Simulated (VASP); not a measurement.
# Al2Au (P1) in VASP: notebook

The runs below take Al2Au through single point, with PBE.

Program: VASP 6.6.1. These are calculated values, not measurements. Logs are shortened: lines on timing, memory, paths and dates and some standing lists are left out, and cuts for length are marked.

## (1) The cell of the first run

The typed cell holds 6 atoms: a = 8.449 Å, b = 4.224 Å, c = 4.224 Å, α = 60.00°, β = 60.00°, γ = 60.00°.

## (2) Single point, PBE

The input, INCAR:

```
PREC     = Accurate       # precision mode
ENCUT    = 400            # plane-wave cutoff, eV
EDIFF    = 1E-6           # SCF threshold, eV
ISMEAR   = 1              # smearing method
SIGMA    = 0.1            # smearing width, eV
LREAL    = F              # projectors in reciprocal space
LASPH    = T              # aspherical terms in the spheres
NELM     = 120            # most SCF steps
ALGO     = Normal         # electronic algorithm
ISIF     = 2              # what is computed and relaxed
LWAVE    = F              # write WAVECAR
LCHARG   = T              # write CHGCAR
GGA      = PE             # functional
LELF     = T              # ELF
LVHAR    = T            
NBANDS   = 26             # bands
GGA_COMPAT= F
```

The input, KPOINTS:

```
Automatic mesh
0
Gamma
  3 3 3
```

The input, POSCAR:

```
Al2Au
1.0
    0.0000000000      5.9741920000      5.9741920000
    2.9870960000      0.0000000000      2.9870960000
    2.9870960000      2.9870960000      0.0000000000
Al Au
4 2
Direct
    0.1137260905      0.2754580034      0.2557304820
    0.3755839283      0.7282449242      0.7602813904
    0.6275683808      0.2535465884      0.2475862845
    0.8608324774      0.7582496512      0.7632625466
    0.0022515179      0.0012252703     -0.0027116638
    0.5007154942     -0.0027851465     -0.0013295522
```

Potentials or basis: VASP PAW PBE potentials, release 64 (Al, Au).

Launch:

```bash
$ cat potpaw_PBE.64/Al/POTCAR potpaw_PBE.64/Au/POTCAR > POTCAR
$ mpirun -np 1 vasp_std > vasp.out
```

OUTCAR:

```text
PREC = Accurate
   ENCUT = 400
   EDIFF = 1E-6
   ISMEAR = 1
   LREAL = F
   LASPH = T
   NELM = 120
   ISIF = 2
   GGA = PE

 ion  position               nearest neighbor table
   1  0.114  0.275  0.256-   5 2.50   5 2.56   5 2.61   6 2.67   2 2.92   4 2.96   4 2.98   4 3.06
                             2 3.07   2 3.12
   2  0.376  0.728  0.760-   6 2.52   5 2.58   6 2.61   6 2.63   1 2.92   3 2.95   3 2.96   3 3.07
                             1 3.07   1 3.12
   3  0.628  0.254  0.248-   6 2.57   5 2.58   6 2.59   6 2.62   4 2.90   4 2.93   4 2.94   2 2.95
                             2 2.96   2 3.07
   4  0.861  0.758  0.763-   6 2.48   5 2.61   5 2.62   5 2.64   3 2.90   3 2.93   3 2.94   1 2.96
                             1 2.98   1 3.06
   5  0.002  0.001  0.997-   1 2.50   1 2.56   2 2.58   3 2.58   1 2.61   4 2.61   4 2.62   4 2.64

   6  0.501  0.997  0.999-   4 2.48   2 2.52   3 2.57   3 2.59   2 2.61   3 2.62   2 2.63   1 2.67

  LATTYP: Found a trigonal (rhomboedric) cell.
 ALAT       =     7.3168610127
 COS(alpha) =     0.8333333333

  Lattice vectors:

 A1 = (   2.9870960000,  -2.9870960000,  -5.9741920000)
 A2 = (   5.9741920000,  -2.9870960000,  -2.9870960000)
 A3 = (   2.9870960000,  -5.9741920000,  -2.9870960000)

Analysis of symmetry for initial positions (statically):
=====================================================================
 Subroutine PRICEL returns:
 Original cell was already a primitive cell.

 Routine SETGRP: Setting up the symmetry group for a
 trigonal (rhombohedral) supercell.

 Subroutine GETGRP returns: Found  1 space group operations
 (whereof  1 operations were pure point group operations)
 out of a pool of 12 trial point group operations.

The static configuration has the point symmetry C_1 .

Analysis of symmetry for dynamics (positions and initial velocities):
=====================================================================
 Subroutine PRICEL returns:
 Original cell was already a primitive cell.

 Routine SETGRP: Setting up the symmetry group for a
 trigonal (rhombohedral) supercell.

 Subroutine GETGRP returns: Found  1 space group operations
 (whereof  1 operations were pure point group operations)
 out of a pool of 12 trial point group operations.

The dynamic configuration has the point symmetry C_1 .

 Subroutine INISYM returns: Found  1 space group operations
 (whereof  1 operations are pure point group operations),
 and found     1 'primitive' translations

----------------------------------------------------------------------------------------

                                     Primitive cell

  volume of cell :     106.6124

  direct lattice vectors                    reciprocal lattice vectors
     0.000000000  5.974192000  5.974192000    -0.083693326  0.083693326  0.083693326
     2.987096000  0.000000000  2.987096000     0.167386652 -0.167386652  0.167386652
     2.987096000  2.987096000  0.000000000     0.167386652  0.167386652 -0.167386652

  length of vectors
     8.448783351  4.224391675  4.224391675     0.144961093  0.289922187  0.289922187

  position of ions in fractional coordinates (direct lattice)
     0.113726091  0.275458003  0.255730482
     0.375583928  0.728244924  0.760281390
     0.627568381  0.253546588  0.247586285
     0.860832477  0.758249651  0.763262547
     0.002251518  0.001225270  0.997288336
     0.500715494  0.997214853  0.998670448

  ion indices of the primitive-cell ions
   primitive index   ion index
                 1           1
                 2           2
                 3           3
                 4           4
                 5           5
                 6           6

----------------------------------------------------------------------------------------

 KPOINTS: Automatic mesh

Automatic generation of k-mesh.
 Grid dimensions read from file:
 generate k-points for:    3    3    3

 Generating k-lattice:

  Cartesian coordinates                     Fractional coordinates (reciprocal lattice)
    -0.027897775  0.027897775  0.027897775     0.333333333  0.000000000  0.000000000
     0.055795551 -0.055795551  0.055795551     0.000000000  0.333333333  0.000000000
     0.055795551  0.055795551 -0.055795551     0.000000000  0.000000000  0.333333333

  Length of vectors
     0.048320364  0.096640729  0.096640729

  Shift w.r.t. Gamma in fractional coordinates (k-lattice)
     0.000000000  0.000000000  0.000000000

 Subroutine IBZKPT returns following result:
 ===========================================

 Found     14 irreducible k-points:

 Following reciprocal coordinates:
            Coordinates               Weight
  0.000000  0.000000  0.000000      1.000000
  0.333333  0.000000  0.000000      2.000000
  0.000000  0.333333  0.000000      2.000000
  0.000000  0.000000 -0.333333      2.000000
 -0.333333  0.333333  0.333333      2.000000
  0.333333  0.333333  0.000000      2.000000
 -0.333333  0.000000 -0.333333      2.000000
  0.333333  0.333333  0.333333      2.000000
 -0.333333  0.333333  0.000000      2.000000
  0.333333  0.000000 -0.333333      2.000000
  0.000000  0.333333  0.333333      2.000000
  0.000000 -0.333333  0.333333      2.000000
  0.333333 -0.333333  0.333333      2.000000
 -0.333333 -0.333333  0.333333      2.000000
   k-points           NKPTS =     14   k-points in BZ     NKDIM =     14   number of bands    NBANDS=     26
   number of dos      NEDOS =    301   number of ions     NIONS =      6
   total plane-waves  NPLWV =  43904
   dimension x,y,z NGX =    56 NGY =   28 NGZ =   28
   dimension x,y,z NGXF=   112 NGYF=   56 NGZF=   56
   ions per type =               4   2
   NGX,Y,Z   is equivalent  to a cutoff of  11.02, 11.02, 11.02 a.u.
   NGXF,Y,Z  is equivalent  to a cutoff of  22.04, 22.04, 22.04 a.u.
 SYSTEM =  unknown system
   PREC   = accura    normal or accurate (medium, high low for compatibility)
   ISTART =      0    job   : 0-new  1-cont  2-samecut
   ICHARG =      2    charge: 1-file 2-atom 10-const
   ISPIN  =      1    spin polarized calculation?
   LNONCOLLINEAR =      F non collinear calculations
   LSORBIT =      F    spin-orbit coupling
   LASPH  =      T    aspherical Exc in radial PAW
   ENCUT  =  400.0 eV  29.40 Ry    5.42 a.u.  13.78  6.89  6.89*2*pi/ulx,y,z
   NELM   =    120;   NELMIN=  2; NELMDL= -5     # of ELM steps
[... 19 lines left out ...]
     AMIX     =   0.40;   BMIX     =  1.00
     AMIX_MAG =   1.60;   BMIX_MAG =  1.00
  volume/ion in A,a.u.               =      17.77       119.91
  Fermi-wavevector in a.u.,A,eV,Ry     =   1.118490  2.113639 17.021147  1.251019
  Thomas-Fermi vector in A             =   2.255121
   LORBIT       =      0    0 simple, 1 ext, 2 COOP (PROOUT), +10 PAW based schemes
   GGA     = PE    functional components
   LHFCALC =     F    Hartree Fock is set to
   AEXX    =    0.0000 exact exchange contribution
   IVDW    =     0    specifies the selected vdW correction
   LEPSILON=     F    determine dielectric tensor
   LRPA    =     F    only Hartree local field effects (RPA)
 non-spin polarized calculation
 Methfessel and Paxton  Order N= 1 SIGMA  =   0.10
  energy-cutoff  :      400.00
  volume of cell :      106.61
 maximum number of plane-waves:      1946
   NGX = 27   NGY = 13   NGZ = 13

 number of electron      33.9999995 magnetization

 Free energy of the ion-electron system (eV)
  ---------------------------------------------------
  ext. energy  EPLUGINS =         0.00000000
  ---------------------------------------------------
  free energy    TOTEN  =       -23.76508855 eV

  energy without entropy =      -23.75939433  energy(sigma->0) =      -23.76319047

 E-fermi :   8.3400     XC(G=0): -10.5744

 val. band max:        8.3353969396   @ k =   0.0000   0.3333   0.3333
 cond. band min:       8.3404398240   @ k =   0.3333   0.0000  -0.3333
 fundamental gap:      0.0050428843
 Fermi energy:         8.3399820046

 k-point     1 :       0.0000    0.0000    0.0000
  band No.  band energies     occupation
      1      -2.7069      2.00000
      2      -0.6473      2.00000
      3       1.1659      2.00000
      4       1.2568      2.00000
      5       1.2878      2.00000
      6       1.4720      2.00000
[... 18 lines left out ...]
     25      11.9356      0.00000
     26      11.9579      0.00000

 k-point     2 :       0.3333    0.0000    0.0000
  band No.  band energies     occupation
      1      -2.3490      2.00000
      2      -1.3634      2.00000
      3       1.0176      2.00000
      4       1.1891      2.00000
      5       1.3141      2.00000
      6       1.3575      2.00000
[... 18 lines left out ...]
     25      12.7589      0.00000
     26      13.0470      0.00000

 k-point     3 :       0.0000    0.3333    0.0000
  band No.  band energies     occupation
      1      -1.3239      2.00000
      2       0.2502      2.00000
      3       0.6508      2.00000
      4       0.9590      2.00000
      5       1.4583      2.00000
      6       1.5263      2.00000
[... 18 lines left out ...]
     25      14.4278      0.00000
     26      15.3426      0.00000

 k-point     4 :       0.0000    0.0000   -0.3333
  band No.  band energies     occupation
      1      -1.3959      2.00000
      2       0.2104      2.00000
      3       0.7079      2.00000
      4       1.0722      2.00000
      5       1.4382      2.00000
      6       1.4552      2.00000
[... 18 lines left out ...]
     25      14.4570      0.00000
     26      15.3004      0.00000

 k-point     5 :      -0.3333    0.3333    0.3333
  band No.  band energies     occupation
      1      -1.4090      2.00000
      2       0.1934      2.00000
      3       0.7158      2.00000
      4       1.0994      2.00000
      5       1.4295      2.00000
      6       1.4380      2.00000
[... 18 lines left out ...]
     25      14.4649      0.00000
     26      15.3049      0.00000

 k-point     6 :       0.3333    0.3333    0.0000
  band No.  band energies     occupation
      1      -1.3918      2.00000
      2       0.3310      2.00000
      3       0.8656      2.00000
      4       0.9346      2.00000
      5       1.5323      2.00000
      6       1.5725      2.00000
[... 137 lines left out ...]
 k-point    11 :       0.0000    0.3333    0.3333
  band No.  band energies     occupation
      1      -0.8733      2.00000
      2      -0.6842      2.00000
      3       0.7106      2.00000
      4       1.0029      2.00000
      5       1.5220      2.00000
      6       1.5894      2.00000
[... 18 lines left out ...]
     25      15.0284      0.00000
     26      15.1894      0.00000

 k-point    12 :       0.0000   -0.3333    0.3333
  band No.  band energies     occupation
      1       0.1917      2.00000
      2       0.2823      2.00000
      3       0.8893      2.00000
      4       0.9550      2.00000
      5       1.4797      2.00000
      6       1.6291      2.00000
[... 18 lines left out ...]
     25      14.4032      0.00000
     26      14.8982      0.00000

 k-point    13 :       0.3333   -0.3333    0.3333
  band No.  band energies     occupation
      1       0.1403      2.00000
      2       0.3344      2.00000
      3       0.8823      2.00000
      4       0.9906      2.00000
      5       1.4917      2.00000
      6       1.6521      2.00000
[... 18 lines left out ...]
     25      14.3814      0.00000
     26      14.9136      0.00000

 k-point    14 :      -0.3333   -0.3333    0.3333
  band No.  band energies     occupation
      1       0.2050      2.00000
      2       0.2691      2.00000
      3       0.8810      2.00000
      4       0.9616      2.00000
      5       1.4814      2.00000
      6       1.6333      2.00000
[... 18 lines left out ...]
     25      14.4042      0.00000
     26      14.8995      0.00000

------------------------ aborting loop because EDIFF is reached ----------------------------------------

  FORCE on cell =-STRESS in cart. coord.  units (eV):
  Direction    XX          YY          ZZ          XY          YZ          ZX
  --------------------------------------------------------------------------------------
  -------------------------------------------------------------------------------------
  Total        2.9324899      3.0194784      3.3184333     -1.8130500      0.1583530     -0.4407532
  in kB       44.0696477     45.3769159     49.8696304    -27.2466326      2.3797391     -6.6236668
  external PRESSURE =      46.4387313 kB  Pullay stress =       0.0000000 kB

 VOLUME and BASIS-vectors are now :
 -----------------------------------------------------------------------------
  energy-cutoff  :      400.00
  volume of cell :      106.61
      direct lattice vectors                 reciprocal lattice vectors
     0.000000000  5.974192000  5.974192000    -0.083693326  0.083693326  0.083693326
     2.987096000  0.000000000  2.987096000     0.167386652 -0.167386652  0.167386652
     2.987096000  2.987096000  0.000000000     0.167386652  0.167386652 -0.167386652

 POSITION                                       TOTAL-FORCE (eV/Angst)
 -----------------------------------------------------------------------------------
      1.58671      1.44331      1.50224        -0.708318      0.463046     -0.018999
      4.44637      4.51484      4.41915         0.403822     -0.416843      0.270738
      1.49693      4.48878      4.50658        -0.097081      0.009435     -0.198947
      4.54490      7.42272      7.40774        -0.360071      0.307746      0.452824
      2.98266      2.99245      0.01711         0.442216     -0.183639      0.028516
      5.96190      5.97449      5.97015         0.319432     -0.179744     -0.534131
 -----------------------------------------------------------------------------------
    total drift:                               -0.000201      0.000083      0.000123

  FREE ENERGIE OF THE ION-ELECTRON SYSTEM (eV)
  ---------------------------------------------------
  free  energy   TOTEN  =       -23.7650885458 eV

  energy  without entropy=      -23.7593943285  energy(sigma->0) =      -23.76319047
```

Wall time 19 s (1 thread of Intel Xeon 6975P-C (Granite Rapids), shared host); peak memory 0.2 GiB.

What came out:

```
Free energy            : -23.7651 eV
Pressure               : 4.6 GPa
Largest force          : 0.846 eV/Å
Band gap on the k mesh : zero (bands 17 and 18 overlap by 3.69 eV)
```

Forces on the atoms (eV/Å):
```
Al  -0.708  0.463 -0.019
Al   0.404 -0.417  0.271
Al  -0.097  0.009 -0.199
Al  -0.360  0.308  0.453
Au   0.442 -0.184  0.029
Au   0.319 -0.180 -0.534
```

Stress tensor (GPa, compression positive):
```
 4.41 -2.72 -0.66
-2.72  4.54  0.24
-0.66  0.24  4.99
```

Levels at points of the mesh, in eV from the Fermi level:
```tsv
k point	band 13	band 14	band 15	band 16	band 17	band 18	band 19	band 20	band 21	band 22
(0.00, 0.00, 0.00)	-5.89	-0.18	0.09	1.93	2.42	2.58	2.64	2.90	3.32	3.33
```

Caveat: the k points lie up to 0.58 Å⁻¹ apart, too coarse for converged energies and pressures of a metal; spin-orbit coupling is left out, which moves the levels of the heavy elements.

## (3) Single point, PBE

This run uses another cell than the first one, of 17.98 Å³/atom.

The input, INCAR:

```
SYSTEM = Al2Au
ALGO = Normal
EDIFF = 1E-6
ENCUT = 400
GGA = PE
GGA_COMPAT = .False.
ISIF = 2
ISMEAR = 1
LASPH = .True.
LCHARG = .False.
LREAL = .False.
LWAVE = .False.
NBANDS = 26
NELM = 120
PREC = Accurate
SIGMA = 0.1
```

The input, KPOINTS:

```
k-points
0
Gamma
  3 3 3
  0 0 0
```

The input, POSCAR:

```
Al2Au
1.0
    0.0000000000      5.9978670000      5.9978670000
    2.9989340000      0.0000000000      2.9989340000
    2.9989340000      2.9989340000      0.0000000000
Al Au
4 2
Direct
    0.1209747565      0.2597031145      0.2501984038
    0.3749317883      0.7424454823      0.7528731876
    0.6251458227      0.2526899558      0.2486278458
    0.8703141467      0.7527256352      0.7541114609
    0.0008978192     -0.0004791703     -0.0003114440
    0.5004670827     -0.0006168859     -0.0003604614
```

Potentials or basis: VASP PAW PBE potentials, release 64 (Al, Au).

Launch:

```bash
$ cat potpaw_PBE.64/Al/POTCAR potpaw_PBE.64/Au/POTCAR > POTCAR
$ mpirun -np 1 vasp_std > vasp.out
```

It took 20 s on 1 thread of Intel Xeon 6975P-C (Granite Rapids), shared host; peak memory 0.2 GiB.

Results (log left out):

- Free energy: -23.8784 eV
- Pressure: 2.8 GPa
- Largest force: 0.400 eV/Å
- Band gap on the k mesh: zero (bands 17 and 18 overlap by 3.76 eV)

Forces in eV/Å, atoms in the order of the input:
```
Al  -0.289  0.265  0.078
Al   0.212 -0.180  0.018
Al  -0.110  0.104  0.036
Al  -0.041  0.022  0.033
Au   0.145 -0.116  0.015
Au   0.085 -0.096 -0.179
```

Stress tensor (GPa, compression positive):
```
 2.59 -1.55 -0.69
-1.55  2.64  0.60
-0.69  0.60  3.03
```

Levels at points of the mesh, in eV from the Fermi level:
| k point | band 15 | band 16 | band 17 | band 18 | band 19 | band 20 | band 21 | band 22 |
| --- | --- | --- | --- | --- | --- | --- | --- | --- |
| (0.00, 0.00, 0.00) | 0.05 | 1.88 | 2.53 | 2.61 | 2.62 | 2.90 | 3.25 | 3.38 |

Caveat: the k points lie up to 0.58 Å⁻¹ apart, too coarse for converged energies and pressures of a metal; spin-orbit coupling is left out, which moves the levels of the heavy elements.

## (4) Single point, PBE

This run uses another cell than the first one, of 17.88 Å³/atom.

The input, INCAR:

```
SYSTEM = Al2Au
PREC = Accurate
ENCUT = 400
EDIFF = 1E-6
ISMEAR = 1
SIGMA = 0.1
LREAL = .False.
LASPH = .True.
NELM = 120
ALGO = Normal
ISIF = 2
LWAVE = .False.
LCHARG = .True.
GGA = PE
LELF = .True.
LVHAR = .True.
NBANDS = 26
GGA_COMPAT = .False.
```

The input, KPOINTS:

```
Automatic mesh
0
Gamma
  3 3 3
  0 0 0
```

The input, POSCAR:

```
Al2Au
1.0
    0.0000000000      5.9867530000      5.9867530000
    2.9933770000      0.0000000000      2.9933770000
    2.9933770000      2.9933770000      0.0000000000
Al Au
4 2
Direct
    0.1172803521      0.2692165070      0.2515802386
    0.3752786360      0.7358276288      0.7562517184
    0.6261922782      0.2533488097      0.2479174858
    0.8654045022      0.7555322968      0.7597065121
    0.0015675442      0.0000078507     -0.0012368973
    0.5006094289     -0.0015280401     -0.0008234846
```

Launch:

```bash
$ cat potpaw_PBE.64/Al/POTCAR potpaw_PBE.64/Au/POTCAR > POTCAR
$ mpirun -np 1 vasp_std > vasp.out
```

Wall time 15 s (1 thread of Intel Xeon 6975P-C (Granite Rapids), shared host); peak memory 0.2 GiB.

It converged, with:

* Free energy: -23.8342 eV
* Pressure: 3.6 GPa
* Largest force: 0.644 eV/Å
* Band gap on the k mesh: zero (bands 17 and 18 overlap by 3.73 eV)

Forces in eV/Å, atoms in the order of the input:
```
Al  -0.503  0.402  0.003
Al   0.306 -0.292  0.128
Al  -0.099  0.065 -0.066
Al  -0.214  0.142  0.231
Au   0.311 -0.170  0.050
Au   0.199 -0.147 -0.346
```

Stress tensor (GPa, compression positive):
```
 3.40 -2.16 -0.56
-2.16  3.45  0.43
-0.56  0.43  3.96
```

Levels at points of the mesh, in eV from the Fermi level:
| k point | band 16 | band 17 | band 18 | band 19 | band 20 | band 21 |
| --- | --- | --- | --- | --- | --- | --- |
| (0.00, 0.00, 0.00) | 1.91 | 2.47 | 2.60 | 2.63 | 2.90 | 3.29 |

Caveat: the k points lie up to 0.58 Å⁻¹ apart, too coarse for converged energies and pressures of a metal; spin-orbit coupling is left out, which moves the levels of the heavy elements.

## (5) The runs side by side

```csv
cell,gap on the mesh (eV),pressure (GPa),largest force (eV/Å)
"a = 8.449, b = 4.224, c = 4.224 Å, angles 60.0°, 6 atoms, atomic positions A",none,4.6,0.85
"a = 8.482, b = 4.241, c = 4.241 Å, angles 60.0°, 6 atoms, atomic positions B",none,2.8,0.40
"a = 8.467, b = 4.233, c = 4.233 Å, angles 60.0°, 6 atoms, atomic positions C",none,3.6,0.64
```

Alike in all rows: task single point; level PBE; potentials or basis VASP PAW PBE potentials, release 64 (Al, Au); no spin polarisation; k mesh 3 × 3 × 3; cutoff (eV) 400; smearing methfessel-paxton 0.1 eV.

Caveats: all runs use coarse meshes; spin-orbit coupling is left out, which moves the levels of the heavy elements.

Absolute energies hang on the potentials; compare differences alone.
